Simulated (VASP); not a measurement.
# Li16Cu (a cell with a defect) in VASP: a series of runs

Li16Cu (a cell with a defect) is run at these levels: PBE+D3(BJ); tasks: single point.

Everything below comes from runs of VASP 6.6.1. Logs are shortened: lines on timing, memory, paths and dates and some standing lists are left out, and cuts for length are marked.

## 1. The cell of the first run

The cell holds a defect, 17 atoms: a = 6.980 Å, b = 6.980 Å, c = 6.980 Å, α = 90.00°, β = 90.00°, γ = 90.00°.

## 2. Single point, PBE+D3(BJ)

INCAR reads:

```
SYSTEM = Li16Cu
ALGO     = Normal         ! electronic algorithm
EDIFF    = 1E-6           ! SCF threshold, eV
ENCUT    = 520            ! plane-wave cutoff, eV
GGA      = PE             ! functional
ISIF     = 2              ! what is computed and relaxed
ISMEAR   = 0              ! smearing method
IVDW     = 12             ! dispersion correction
LASPH    = .True.         ! aspherical terms in the spheres
LCHARG   = .False.        ! write CHGCAR
LREAL    = Auto         
LWAVE    = .False.        ! write WAVECAR
NBANDS   = 44             ! bands
NELM     = 100            ! most SCF steps
PREC     = Accurate       ! precision mode
SIGMA    = 0.1            ! smearing width, eV
```

KPOINTS reads:

```
k-points
0
Gamma
  3 3 3
  0 0 0
```

POSCAR reads:

```
Li16Cu
1.0
    6.9800000000      0.0000000000      0.0000000000
    0.0000000000      6.9800000000      0.0000000000
    0.0000000000      0.0000000000      6.9800000000
Li Cu
16 1
Direct
    0.0256484495      0.0230514178     -0.0044138566
    0.4669559790     -0.0113746182     -0.0079707845
    0.0301386476      0.4520008573     -0.0345587747
    0.0137468195      0.0186512039      0.4734115456
    0.2795865712      0.2618766415      0.2590971920
    0.4670705697      0.5458029814     -0.0056310739
    0.6078105014      0.0116260980      0.5689172213
    0.7178601709      0.2508006420      0.2307715078
   -0.0395231432      0.4699502236      0.5047887562
    0.1512266892      0.6914648204      0.2285712728
    0.2838814155      0.2491608764      0.6985135727
    0.5096233927      0.5565295498      0.4893138893
    0.7355926396      0.7737235156      0.2305502595
    0.7209452700      0.2865077497      0.7947396033
    0.2368683862      0.7612881145      0.6971605314
    0.7928725332      0.7390780953      0.7857392469
    0.3754826080     -0.0837065690      0.3449285911
```

Potentials or basis: VASP PAW PBE potentials, release 64 (Li_sv, Cu).

Started as:

```bash
$ cat potpaw_PBE.64/Li_sv/POTCAR potpaw_PBE.64/Cu/POTCAR > POTCAR
$ mpirun -np 1 vasp_std > vasp.out
```

OUTCAR:

```text
SYSTEM = Li16Cu
   EDIFF = 1E-6
   ENCUT = 520
   GGA = PE
   ISIF = 2
   ISMEAR = 0
   IVDW = 12
   LASPH = .True.
   LREAL = Auto
   NELM = 100
   PREC = Accurate
 IVDW          = 12

 ion  position               nearest neighbor table
   1  0.026  0.023  0.996-
   2  0.467  0.989  0.992-  17 2.59
   3  0.030  0.452  0.965-
   4  0.014  0.019  0.473-
   5  0.280  0.262  0.259-  17 2.57
   6  0.467  0.546  0.994-
   7  0.608  0.012  0.569-  17 2.35
   8  0.718  0.251  0.231-
   9  0.960  0.470  0.505-
  10  0.151  0.691  0.229-  17 2.36
  11  0.284  0.249  0.699-
  12  0.510  0.557  0.489-
  13  0.736  0.774  0.231-
  14  0.721  0.287  0.795-
  15  0.237  0.761  0.697-
  16  0.793  0.739  0.786-
  17  0.375  0.916  0.345-   7 2.35  10 2.36   5 2.57   2 2.59

  LATTYP: Found a simple cubic cell.
 ALAT       =     6.9800000000

  Lattice vectors:

 A1 = (   6.9800000000,   0.0000000000,   0.0000000000)
 A2 = (   0.0000000000,   6.9800000000,   0.0000000000)
 A3 = (   0.0000000000,   0.0000000000,   6.9800000000)

Analysis of symmetry for initial positions (statically):
=====================================================================
 Subroutine PRICEL returns:
 Original cell was already a primitive cell.

 Routine SETGRP: Setting up the symmetry group for a
 simple cubic supercell.

 Subroutine GETGRP returns: Found  1 space group operations
 (whereof  1 operations were pure point group operations)
 out of a pool of 48 trial point group operations.

The static configuration has the point symmetry C_1 .

Analysis of symmetry for dynamics (positions and initial velocities):
=====================================================================
 Subroutine PRICEL returns:
 Original cell was already a primitive cell.

 Routine SETGRP: Setting up the symmetry group for a
 simple cubic supercell.

 Subroutine GETGRP returns: Found  1 space group operations
 (whereof  1 operations were pure point group operations)
 out of a pool of 48 trial point group operations.

The dynamic configuration has the point symmetry C_1 .

 Subroutine INISYM returns: Found  1 space group operations
 (whereof  1 operations are pure point group operations),
 and found     1 'primitive' translations

----------------------------------------------------------------------------------------

                                     Primitive cell

  volume of cell :     340.0684

  direct lattice vectors                    reciprocal lattice vectors
     6.980000000  0.000000000  0.000000000     0.143266476  0.000000000  0.000000000
     0.000000000  6.980000000  0.000000000     0.000000000  0.143266476  0.000000000
     0.000000000  0.000000000  6.980000000     0.000000000  0.000000000  0.143266476

  length of vectors
     6.980000000  6.980000000  6.980000000     0.143266476  0.143266476  0.143266476

  position of ions in fractional coordinates (direct lattice)
     0.025648449  0.023051418  0.995586143
     0.466955979  0.988625382  0.992029215
     0.030138648  0.452000857  0.965441225
     0.013746819  0.018651204  0.473411546
     0.279586571  0.261876642  0.259097192
     0.467070570  0.545802981  0.994368926
[... 9 lines left out ...]
     0.792872533  0.739078095  0.785739247
     0.375482608  0.916293431  0.344928591

  ion indices of the primitive-cell ions
   primitive index   ion index
                 1           1
                 2           2
                 3           3
                 4           4
                 5           5
                 6           6
[... 9 lines left out ...]
                16          16
                17          17

----------------------------------------------------------------------------------------

 KPOINTS: k-points

Automatic generation of k-mesh.
 Grid dimensions read from file:
 generate k-points for:    3    3    3

 Generating k-lattice:

  Cartesian coordinates                     Fractional coordinates (reciprocal lattice)
     0.047755492  0.000000000  0.000000000     0.333333333  0.000000000  0.000000000
     0.000000000  0.047755492  0.000000000     0.000000000  0.333333333  0.000000000
     0.000000000  0.000000000  0.047755492     0.000000000  0.000000000  0.333333333

  Length of vectors
     0.047755492  0.047755492  0.047755492

  Shift w.r.t. Gamma in fractional coordinates (k-lattice)
     0.000000000  0.000000000  0.000000000

 Subroutine IBZKPT returns following result:
 ===========================================

 Found     14 irreducible k-points:

 Following reciprocal coordinates:
            Coordinates               Weight
  0.000000  0.000000  0.000000      1.000000
  0.333333  0.000000  0.000000      2.000000
  0.000000  0.333333  0.000000      2.000000
  0.000000  0.000000  0.333333      2.000000
  0.333333  0.333333  0.000000      2.000000
  0.000000  0.333333  0.333333      2.000000
  0.333333  0.000000  0.333333      2.000000
 -0.333333  0.333333  0.000000      2.000000
 -0.333333  0.000000  0.333333      2.000000
  0.000000 -0.333333  0.333333      2.000000
  0.333333  0.333333  0.333333      2.000000
 -0.333333  0.333333  0.333333      2.000000
 -0.333333 -0.333333  0.333333      2.000000
  0.333333 -0.333333  0.333333      2.000000
   k-points           NKPTS =     14   k-points in BZ     NKDIM =     14   number of bands    NBANDS=     44
   number of dos      NEDOS =    301   number of ions     NIONS =     17
   total plane-waves  NPLWV = 157464
   dimension x,y,z NGX =    54 NGY =   54 NGZ =   54
   dimension x,y,z NGXF=   108 NGYF=  108 NGZF=  108
   ions per type =              16   1
   NGX,Y,Z   is equivalent  to a cutoff of  12.86, 12.86, 12.86 a.u.
   NGXF,Y,Z  is equivalent  to a cutoff of  25.72, 25.72, 25.72 a.u.
 SYSTEM =  Li16Cu
   PREC   = accura    normal or accurate (medium, high low for compatibility)
   ISTART =      0    job   : 0-new  1-cont  2-samecut
   ICHARG =      2    charge: 1-file 2-atom 10-const
   ISPIN  =      1    spin polarized calculation?
   LNONCOLLINEAR =      F non collinear calculations
   LSORBIT =      F    spin-orbit coupling
   LASPH  =      T    aspherical Exc in radial PAW
   ENCUT  =  520.0 eV  38.22 Ry    6.18 a.u.  12.98 12.98 12.98*2*pi/ulx,y,z
   NELM   =    100;   NELMIN=  2; NELMDL= -5     # of ELM steps
   EDIFF  = 0.1E-05   stopping-criterion for ELM
   LREAL  =      T    real-space projection
   EDIFFG = 0.1E-04   stopping-criterion for IOM
   NSW    =      0    number of steps for IOM
   IBRION =     -1    ionic relax: 0-MD 1-quasi-New 2-CG
   NFREE  =      0    steps in history (QN), initial steepest desc. (CG)
   ISIF   =      2    stress and relaxation
   ISYM   =      2    0-nonsym 1-usesym 2-fastsym
   POTIM  = 0.5000    time-step for ionic-motion
   TEBEG  =    0.0;   TEEND  =   0.0 temperature during run
   PSTRESS=    0.0 pullay stress
   NELECT =      59.0000    total number of electrons
   NUPDOWN=      -1.0000    fix difference up-down
   EMIN   =  10.00;   EMAX   =-10.00  energy-range for DOS
   EFERMI =   0.00;   METHOD = LEGACY
   ISMEAR =     0;   SIGMA  =   0.10  broadening in eV -4-tet -1-fermi 0-gaus
   EFERMI_NEDOS =   21; number of points for ismear=-14 and -15
   IALGO  =     38    algorithm
   IMIX   =      4    mixing-type and parameters
     AMIX     =   0.40;   BMIX     =  1.00
     AMIX_MAG =   1.60;   BMIX_MAG =  1.00
  volume/ion in A,a.u.               =      20.00       134.99
  Fermi-wavevector in a.u.,A,eV,Ry     =   0.913069  1.725449 11.343099  0.833694
  Thomas-Fermi vector in A             =   2.037537
   LORBIT       =      0    0 simple, 1 ext, 2 COOP (PROOUT), +10 PAW based schemes
   GGA     = PE    functional components
   LHFCALC =     F    Hartree Fock is set to
   AEXX    =    0.0000 exact exchange contribution
   IVDW    =    12    specifies the selected vdW correction
   LEPSILON=     F    determine dielectric tensor
   LRPA    =     F    only Hartree local field effects (RPA)
 non-spin polarized calculation
 Gauss-broadening in eV      SIGMA  =   0.10
  energy-cutoff  :      520.00
  volume of cell :      340.07
 maximum number of plane-waves:      9180
 NGX is ok and might be reduce to    54
   NGX = 25   NGY = 25   NGZ = 25

 number of electron      59.0000006 magnetization

 Free energy of the ion-electron system (eV)
  ---------------------------------------------------
  ext. energy  EPLUGINS =         0.00000000
  ---------------------------------------------------
  free energy    TOTEN  =       -33.72698199 eV

  energy without entropy =      -33.70153393  energy(sigma->0) =      -33.71425796

 E-fermi :   0.7368     XC(G=0):  -7.2164

 val. band max:        0.6772895050   @ k =   0.0000  -0.3333   0.3333
 cond. band min:       0.7679420019   @ k =  -0.3333   0.0000   0.3333
 fundamental gap:      0.0906524970
 Fermi energy:         0.7367867302

 k-point     1 :       0.0000    0.0000    0.0000
  band No.  band energies     occupation
      1     -45.8734      2.00000
      2     -45.8642      2.00000
      3     -45.8266      2.00000
      4     -45.8229      2.00000
      5     -45.8156      2.00000
      6     -45.7918      2.00000
[... 33 lines left out ...]
     40       3.6563      0.00000
     41       3.9712      0.00000

 k-point     2 :       0.3333    0.0000    0.0000
  band No.  band energies     occupation
      1     -45.8734      2.00000
      2     -45.8642      2.00000
      3     -45.8265      2.00000
      4     -45.8229      2.00000
      5     -45.8157      2.00000
      6     -45.7918      2.00000
[... 33 lines left out ...]
     40       3.8384      0.00000
     41       3.9889      0.00000

 k-point     3 :       0.0000    0.3333    0.0000
  band No.  band energies     occupation
      1     -45.8734      2.00000
      2     -45.8642      2.00000
      3     -45.8266      2.00000
      4     -45.8229      2.00000
      5     -45.8156      2.00000
      6     -45.7918      2.00000
[... 434 lines left out ...]
      1     -45.8734      2.00000
      2     -45.8642      2.00000
      3     -45.8265      2.00000
      4     -45.8230      2.00000
      5     -45.8157      2.00000
      6     -45.7918      2.00000
[... 33 lines left out ...]
     40       3.6649      0.00000
     41       4.1207      0.00000

 k-point    14 :       0.3333   -0.3333    0.3333
  band No.  band energies     occupation
      1     -45.8734      2.00000
      2     -45.8642      2.00000
      3     -45.8265      2.00000
      4     -45.8230      2.00000
      5     -45.8157      2.00000
      6     -45.7918      2.00000
[... 33 lines left out ...]
     40       3.6875      0.00000
     41       4.0999      0.00000
 [bands above 41 left out]

------------------------ aborting loop because EDIFF is reached ----------------------------------------

 Edisp (eV)   -3.04575

 E8    (eV) :    -1.2725

  FORCE on cell =-STRESS in cart. coord.  units (eV):
  Direction    XX          YY          ZZ          XY          YZ          ZX
  --------------------------------------------------------------------------------------
  -------------------------------------------------------------------------------------
  Total      -3.46481    -4.22032    -4.38205     0.89697     1.08001     1.06031
  in kB     -16.32389   -19.88336   -20.64534     4.22595     5.08830     4.99549
  external pressure =      -18.95 kB  Pullay stress =        0.00 kB

 VOLUME and BASIS-vectors are now :
 -----------------------------------------------------------------------------
  energy-cutoff  :      520.00
  volume of cell :      340.07
      direct lattice vectors                 reciprocal lattice vectors
     6.980000000  0.000000000  0.000000000     0.143266476  0.000000000  0.000000000
     0.000000000  6.980000000  0.000000000     0.000000000  0.143266476  0.000000000
     0.000000000  0.000000000  6.980000000     0.000000000  0.000000000  0.143266476

 POSITION                                       TOTAL-FORCE (eV/Angst)
 -----------------------------------------------------------------------------------
      0.17903      0.16090      6.94919        -0.010656     -0.009863      0.003413
      3.25935      6.90061      6.92436        -0.019186     -0.002474      0.008274
      0.21037      3.15497      6.73878        -0.019596     -0.002546     -0.016989
      0.09595      0.13019      3.30441        -0.015938     -0.001185      0.005779
      1.95151      1.82790      1.80850         0.014780     -0.010909      0.000141
      3.26015      3.80970      6.94070        -0.009341     -0.007809      0.000274
[... 9 lines left out ...]
      5.53425      5.15877      5.48446         0.003730      0.004923      0.006065
      2.62087      6.39573      2.40760         0.000409      0.003152      0.002335
 -----------------------------------------------------------------------------------
    total drift:                               -0.004059     -0.011658      0.003529

  FREE ENERGIE OF THE ION-ELECTRON SYSTEM (eV)
  ---------------------------------------------------
  free  energy   TOTEN  =       -36.7727338072 eV

  energy  without entropy=      -36.7472857481  energy(sigma->0) =      -36.76000978
```

Wall time 10 min (1 thread of Oxide Virtual Turin-like, shared host); peak memory 0.39 GiB.

Results:

| Quantity | Value |
| --- | --- |
| Free energy | -36.7727 eV |
| Largest force | 0.028 eV/Å |
| Band gap on the k mesh | zero (an odd number of electrons rules out a gap without spin polarisation) |
| Dispersion energy per atom | -0.179 eV |

Forces in eV/Å, atoms in the order of the input:
```
Li  -0.011 -0.010  0.003
Li  -0.019 -0.002  0.008
Li  -0.020 -0.003 -0.017
Li  -0.016 -0.001  0.006
Li   0.015 -0.011  0.000
Li  -0.009 -0.008  0.000
Li   0.010 -0.005  0.001
Li   0.010 -0.001  0.007
Li   0.001 -0.006 -0.007
Li  -0.008 -0.001 -0.001
Li   0.002  0.002  0.012
Li  -0.019  0.008 -0.010
Li   0.017 -0.001 -0.001
Li   0.022  0.018  0.001
Li   0.020  0.013 -0.011
Li   0.004  0.005  0.006
Cu   0.000  0.003  0.002
```

Levels at points of the mesh, in eV from the Fermi level:
| k point | band 25 | band 26 | band 27 | band 28 | band 29 | band 30 | band 31 | band 32 | band 33 | band 34 |
| --- | --- | --- | --- | --- | --- | --- | --- | --- | --- | --- |
| (0.00, 0.00, 0.00) | -1.21 | -1.18 | -1.04 | -1.02 | 0.09 | 0.14 | 0.24 | 0.38 | 0.51 | 0.57 |

Caveat: the cutoff is under 1.25 times the usual one of these potentials, so pressure, stress and relaxed cells hold a basis-set (Pulay) error.

## 3. Single point, PBE+D3(BJ)

INCAR reads:

```
SYSTEM = Li16Cu
  ALGO = Normal
  EDIFF = 1E-7
  ENCUT = 520
  GGA = PE
  ISIF = 2
  ISMEAR = 0
  IVDW = 12
  LASPH = .TRUE.
  LCHARG = .FALSE.
  LREAL = Auto
  LWAVE = .FALSE.
  NBANDS = 44
  NELM = 60
  PREC = Accurate
  SIGMA = 0.1
```

KPOINTS reads:

```
k-points
0
G
  3 3 3
  0 0 0
```

POSCAR reads:

```
Li16Cu
1.0
    6.9800000000      0.0000000000      0.0000000000
    0.0000000000      6.9800000000      0.0000000000
    0.0000000000      0.0000000000      6.9800000000
Li Cu
16 1
Direct
    0.0256484241      0.0230514327     -0.0044138968
    0.4669560172     -0.0113746418     -0.0079707736
    0.0301386819      0.4520008596     -0.0345587393
    0.0137468481      0.0186511461      0.4734116046
    0.2795865330      0.2618766476      0.2590971347
    0.4670706304      0.5458030086     -0.0056310888
    0.6078104585      0.0116260745      0.5689171920
    0.7178601719      0.2508005731      0.2307714900
   -0.0395232092      0.4699502865      0.5047888252
    0.1512266476      0.6914647564      0.2285712034
    0.2838813754      0.2491608883      0.6985136103
    0.5096233524      0.5565295129      0.4893138968
    0.7355926934      0.7737234957      0.2305502865
    0.7209452722      0.2865077364      0.7947395415
    0.2368683381      0.7612881089      0.6971604585
    0.7928724928      0.7390780802      0.7857392550
    0.3754826648     -0.0837065903      0.3449286533
```

Potentials or basis: VASP PAW PBE potentials, release 64 (Li_sv, Cu).

Started as:

```bash
$ cat potpaw_PBE.64/Li_sv/POTCAR potpaw_PBE.64/Cu/POTCAR > POTCAR
$ mpirun -np 1 vasp_std > vasp.out
```

Run time: 13 min. Hardware: 1 thread of Oxide Virtual Turin-like, shared host; peak memory 0.4 GiB.

It converged, with:

```yaml
Free_energy: -36.7727 eV
Largest_force: 0.028 eV/Å
Band_gap_on_the_k_mesh: zero (an odd number of electrons rules out a gap without spin polarisation)
Dispersion_energy_per_atom: -0.179 eV
```

Forces on the atoms (eV/Å):
```
Li  -0.011 -0.010  0.003
Li  -0.019 -0.002  0.008
Li  -0.020 -0.003 -0.017
Li  -0.016 -0.001  0.006
Li   0.015 -0.011  0.000
Li  -0.009 -0.008  0.000
Li   0.010 -0.005  0.001
Li   0.010 -0.001  0.007
Li   0.001 -0.006 -0.007
Li  -0.008 -0.001 -0.001
Li   0.002  0.002  0.012
Li  -0.019  0.008 -0.010
Li   0.017 -0.001 -0.001
Li   0.022  0.018  0.001
Li   0.020  0.013 -0.011
Li   0.004  0.005  0.006
Cu   0.000  0.003  0.002
```

Levels at points of the mesh, in eV from the Fermi level:
| k point | band 26 | band 27 | band 28 | band 29 | band 30 | band 31 | band 32 | band 33 |
| --- | --- | --- | --- | --- | --- | --- | --- | --- |
| (0.00, 0.00, 0.00) | -1.18 | -1.04 | -1.02 | 0.09 | 0.14 | 0.24 | 0.38 | 0.51 |

Caveat: the cutoff is under 1.25 times the usual one of these potentials, so pressure, stress and relaxed cells hold a basis-set (Pulay) error.

The gap in the log of VASP goes by the Fermi energy; the results here count the filled bands.